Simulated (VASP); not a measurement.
# Rh (P6/mmm) in VASP: single point with PBEsol

Aim: the single point of Rh with PBEsol.

Program: VASP 6.6.1. These are calculated values, not measurements. Logs are shortened: lines on timing, memory, paths and dates and some standing lists are left out, and cuts for length are marked.

### 1 The cell of the first run

Symmetry: P6/mmm, No. 191, hexagonal system. Conventional cell: a = 4.446 Å, b = 4.446 Å, c = 2.727 Å, α = 90.00°, β = 90.00°, γ = 120.00°. Within 3.6 Å of Rh (site symmetry 6/mmm) lie 14 Rh at 2.73 to 2.91 Å. Rh (site symmetry -6m2) has 11 Rh at 2.57 to 2.91 Å within 3.4 Å.

This isn't the form of Rh at room conditions, which is fcc.

### 2 Single point, PBEsol (15.56 Å³/atom)

Contents of INCAR:

```
PREC     = Accurate       # precision mode
ENCUT    = 520            # plane-wave cutoff, eV
EDIFF    = 1E-6           # SCF threshold, eV
ISMEAR   = -1             # smearing method
SIGMA    = 0.1            # smearing width, eV
LREAL    = F              # projectors in reciprocal space
LASPH    = T              # aspherical terms in the spheres
NELM     = 80             # most SCF steps
ALGO     = Normal         # electronic algorithm
ISIF     = 2              # what is computed and relaxed
LWAVE    = F              # write WAVECAR
LCHARG   = F              # write CHGCAR
GGA      = PS             # functional
NBANDS   = 30             # bands
```

Contents of KPOINTS:

```
Automatic mesh
0
Gamma
  10 10 13
```

Contents of POSCAR:

```
Rh
1.0
    4.4463194555      0.0000000000      0.0000000000
   -2.2231597278      3.8506256018      0.0000000000
    0.0000000000      0.0000000000      2.7267332725
Rh
3
Direct
    0.0000000000      0.0000000000      0.0000000000
    0.3333333333      0.6666666667      0.5000000000
    0.6666666667      0.3333333333      0.5000000000
```

Potentials or basis: VASP PAW PBE potentials, release 64 (Rh_pv).

Run with:

```sh
$ cat potpaw_PBE.64/Rh_pv/POTCAR > POTCAR
$ mpirun -np 1 vasp_std > vasp.out
```

OUTCAR:

```text
PREC = Accurate
   ENCUT = 520
   EDIFF = 1E-6
   ISMEAR = -1
   LREAL = F
   LASPH = T
   NELM = 80
   ISIF = 2
   GGA = PS

 ion  position               nearest neighbor table
   1  0.000  0.000  0.000-   2 2.91   3 2.91   2 2.91   3 2.91   3 2.91   3 2.91   2 2.91   2 2.91
                             3 2.91   3 2.91   2 2.91   2 2.91
   2  0.333  0.667  0.500-   3 2.57   3 2.57   3 2.57   1 2.91   1 2.91   1 2.91   1 2.91   1 2.91
                             1 2.91
   3  0.667  0.333  0.500-   2 2.57   2 2.57   2 2.57   1 2.91   1 2.91   1 2.91   1 2.91   1 2.91
                             1 2.91

  LATTYP: Found a hexagonal cell.
 ALAT       =     4.4463194555
 C/A-ratio  =     0.6132562673

  Lattice vectors:

 A1 = (   4.4463194555,   0.0000000000,   0.0000000000)
 A2 = (  -2.2231597278,   3.8506256018,   0.0000000000)
 A3 = (   0.0000000000,   0.0000000000,   2.7267332725)

Analysis of symmetry for initial positions (statically):
=====================================================================
 Subroutine PRICEL returns:
 Original cell was already a primitive cell.

 Routine SETGRP: Setting up the symmetry group for a
 hexagonal supercell.

 Subroutine GETGRP returns: Found 24 space group operations
 (whereof 24 operations were pure point group operations)
 out of a pool of 24 trial point group operations.

The static configuration has the point symmetry D_6h.

Analysis of symmetry for dynamics (positions and initial velocities):
=====================================================================
 Subroutine PRICEL returns:
 Original cell was already a primitive cell.

 Routine SETGRP: Setting up the symmetry group for a
 hexagonal supercell.

 Subroutine GETGRP returns: Found 24 space group operations
 (whereof 24 operations were pure point group operations)
 out of a pool of 24 trial point group operations.

The dynamic configuration has the point symmetry D_6h.

 Subroutine INISYM returns: Found 24 space group operations
 (whereof 24 operations are pure point group operations),
 and found     1 'primitive' translations

----------------------------------------------------------------------------------------

                                     Primitive cell

  volume of cell :      46.6847

[... 84 lines left out ...]
   ISPIN  =      1    spin polarized calculation?
   LNONCOLLINEAR =      F non collinear calculations
   LSORBIT =      F    spin-orbit coupling
   LASPH  =      T    aspherical Exc in radial PAW
   ENCUT  =  520.0 eV  38.22 Ry    6.18 a.u.   8.27  8.27  5.07*2*pi/ulx,y,z
   NELM   =     80;   NELMIN=  2; NELMDL= -5     # of ELM steps
   EDIFF  = 0.1E-05   stopping-criterion for ELM
   LREAL  =      F    real-space projection
   EDIFFG = 0.1E-04   stopping-criterion for IOM
   NSW    =      0    number of steps for IOM
   IBRION =     -1    ionic relax: 0-MD 1-quasi-New 2-CG
   NFREE  =      0    steps in history (QN), initial steepest desc. (CG)
   ISIF   =      2    stress and relaxation
   ISYM   =      2    0-nonsym 1-usesym 2-fastsym
   POTIM  = 0.5000    time-step for ionic-motion
   TEBEG  =    0.0;   TEEND  =   0.0 temperature during run
   PSTRESS=    0.0 pullay stress
   NELECT =      45.0000    total number of electrons
   NUPDOWN=      -1.0000    fix difference up-down
   EMIN   =  10.00;   EMAX   =-10.00  energy-range for DOS
   EFERMI =   0.00;   METHOD = LEGACY
   ISMEAR =    -1;   SIGMA  =   0.10  broadening in eV -4-tet -1-fermi 0-gaus
   EFERMI_NEDOS =   21; number of points for ismear=-14 and -15
   IALGO  =     38    algorithm
   IMIX   =      4    mixing-type and parameters
     AMIX     =   0.40;   BMIX     =  1.00
     AMIX_MAG =   1.60;   BMIX_MAG =  1.00
  volume/ion in A,a.u.               =      15.56       105.01
  Fermi-wavevector in a.u.,A,eV,Ry     =   1.617164  3.055997 35.582231  2.615220
  Thomas-Fermi vector in A             =   2.711633
   LORBIT       =      0    0 simple, 1 ext, 2 COOP (PROOUT), +10 PAW based schemes
   GGA     = PS    functional components
   LHFCALC =     F    Hartree Fock is set to
   AEXX    =    0.0000 exact exchange contribution
   IVDW    =     0    specifies the selected vdW correction
   LEPSILON=     F    determine dielectric tensor
   LRPA    =     F    only Hartree local field effects (RPA)
 non-spin polarized calculation
  energy-cutoff  :      520.00
  volume of cell :       46.68
 maximum number of plane-waves:      1289
 NGX is ok and might be reduce to    36
   NGX = 17   NGY = 17   NGZ = 11

 number of electron      45.0000010 magnetization

 Free energy of the ion-electron system (eV)
  ---------------------------------------------------
  ext. energy  EPLUGINS =         0.00000000
  ---------------------------------------------------
  free energy    TOTEN  =       -23.35845565 eV

  energy without entropy =      -23.14271208  energy(sigma->0) =      -23.25058386

 E-fermi :   9.6579     XC(G=0): -13.4176

 val. band max:        9.6553245686   @ k =   0.4000  -0.0000   0.1538
 cond. band min:       9.6582395278   @ k =   0.3000   0.1000   0.1538
 fundamental gap:      0.0029149591
 Fermi energy:         9.6579122340

 k-point     1 :       0.0000    0.0000    0.0000
  band No.  band energies     occupation
      1     -36.9942      2.00000
      2     -36.9942      2.00000
      3     -36.6846      2.00000
      4     -36.6846      2.00000
      5     -36.5269      2.00000
      6     -36.4371      2.00000
[... 781 lines left out ...]
     29      23.1078      0.00000
     30      24.5430      0.00000

 [... further k-points ...]

------------------------ aborting loop because EDIFF is reached ----------------------------------------

  FORCE on cell =-STRESS in cart. coord.  units (eV):
  Direction    XX          YY          ZZ          XY          YZ          ZX
  --------------------------------------------------------------------------------------
  -------------------------------------------------------------------------------------
  Total       -6.8857817     -6.8857817     -6.6004723      0.0000000     -0.0000000      0.0000000
  in kB     -236.3138727   -236.3138727   -226.5223098      0.0000000     -0.0000000      0.0000000
  external PRESSURE =    -233.0500184 kB  Pullay stress =       0.0000000 kB

 VOLUME and BASIS-vectors are now :
 -----------------------------------------------------------------------------
  energy-cutoff  :      520.00
  volume of cell :       46.68
      direct lattice vectors                 reciprocal lattice vectors
     4.446319456  0.000000000  0.000000000     0.224905118  0.129849030  0.000000000
    -2.223159728  3.850625602  0.000000000     0.000000000  0.259698060  0.000000000
     0.000000000  0.000000000  2.726733273     0.000000000  0.000000000  0.366739208

 POSITION                                       TOTAL-FORCE (eV/Angst)
 -----------------------------------------------------------------------------------
      0.00000      0.00000      0.00000        -0.000000     -0.000000     -0.000000
     -0.00000      2.56708      1.36337        -0.000000     -0.000000      0.000000
      2.22316      1.28354      1.36337         0.000000      0.000000     -0.000000
 -----------------------------------------------------------------------------------
    total drift:                                0.000000      0.000000     -0.000000

  FREE ENERGIE OF THE ION-ELECTRON SYSTEM (eV)
  ---------------------------------------------------
  free  energy   TOTEN  =       -23.3584556543 eV

  energy  without entropy=      -23.1427120753  energy(sigma->0) =      -23.25058386
```

OSZICAR:

```text
N       E                     dE             d eps       ncg     rms          rms(c)
DAV:   1     0.539707667005E+03    0.53971E+03   -0.27321E+04  5944   0.167E+03
DAV:   2    -0.103145731405E+02   -0.55002E+03   -0.53399E+03  6234   0.526E+02
DAV:   3    -0.250057464658E+02   -0.14691E+02   -0.14420E+02  6606   0.958E+01
DAV:   4    -0.251288191095E+02   -0.12307E+00   -0.12302E+00  6566   0.899E+00
DAV:   5    -0.251309368346E+02   -0.21177E-02   -0.21177E-02  6570   0.121E+00    0.147E+01
DAV:   6    -0.234421079748E+02    0.16888E+01   -0.58713E+00  6168   0.200E+01    0.483E+00
DAV:   7    -0.241687674189E+02   -0.72666E+00   -0.42357E+00  6378   0.181E+01    0.103E+01
DAV:   8    -0.233670536811E+02    0.80171E+00   -0.33053E+00  6360   0.965E+00    0.198E+00
DAV:   9    -0.233584286019E+02    0.86251E-02   -0.25499E-02  6270   0.141E+00    0.303E-01
DAV:  10    -0.233584611204E+02   -0.32518E-04   -0.49258E-04  7090   0.210E-01    0.605E-02
DAV:  11    -0.233584559262E+02    0.51942E-05   -0.51388E-05  6518   0.533E-02    0.139E-02
DAV:  12    -0.233584556543E+02    0.27192E-06   -0.22205E-06  4770   0.153E-02
   1 F= -.23358456E+02 E0= -.23250584E+02  d E =-.215744E+00
```

stdout:

```text
POSCAR found type information on POSCAR Rh
 POSCAR found :  1 types and       3 ions
 scaLAPACK will be used
 -----------------------------------------------------------------------------
|                                                                             |
|                                                                             |
|     You enforced a specific xc type in the INCAR file but a different       |
|     I HOPE YOU KNOW WHAT YOU ARE DOING!                                     |
|                                                                             |
 -----------------------------------------------------------------------------

 LDA part: xc-table for (Slater+PW92), standard interpolation
 POSCAR, INCAR and KPOINTS ok, starting setup
 FFT: planning ... GRIDC
 FFT: planning ... GRID_SOFT
 FFT: planning ... GRID
 WAVECAR not read
 entering main loop
```

Run time: 2.5 min. Hardware: 1 thread of Intel Xeon 8259CL, shared host; peak memory 0.24 GiB.

What came out:

* Free energy: -23.3585 eV
* Pressure: -23.3 GPa
* Band gap on the k mesh: zero (an odd number of electrons rules out a gap without spin polarisation)

Levels at points of the mesh, in eV from the Fermi level:
```
           k point  band 20  band 21  band 22  band 23  band 24  band 25  band 26  band 27
(0.00, 0.00, 0.00)    -1.39    -1.39    -1.33    -1.33     0.64     0.64     7.73     7.73
(0.50, 0.00, 0.00)    -1.16    -0.21     0.06     0.09     0.11     0.37     0.69     1.17
```

Caveat: the cell stands under tension; the PAW data sets were made with another functional, which shifts forces and pressure a little.
